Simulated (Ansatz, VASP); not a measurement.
**TiB2: VASP beside Ansatz**

```
Ti B
1.0
     3.02920    0.00000    0.00000
    -1.51460    2.62336    0.00000
     0.00000    0.00000    3.22840
Ti B
1 2
Direct
  0.00000 0.00000 0.00000
  0.33333 0.66667 0.50000
  0.66667 0.33333 0.50000
```

Alike in both runs: task single point; functional PBE; k mesh 5 × 5 × 4; occupations fermi-dirac, width 0.1 eV; no spin polarisation.

|  | VASP | Ansatz |
| --- | --- | --- |
| version | VASP 6.6.1 | Ansatz 0.2.0 |
| potentials or method | VASP PAW PBE potentials, release 64 (Ti_sv, B) | plane waves, PAW |
| plane-wave cutoff (eV) | 520 | 420 |
| valence electrons in the cell | 18 | 18 |

|  | VASP | Ansatz | Ansatz less VASP |
| --- | --- | --- | --- |
| pressure (GPa) | 0.7 | 0.4 | -0.22 |
| traceless stress, the component that is largest in VASP (GPa) | -1.63 | -1.67 | -0.037 |

With one functional, cell and mesh, what is left measures potentials, basis and numerics.

The k mesh is coarse, so the values compare programs but aren't converged.
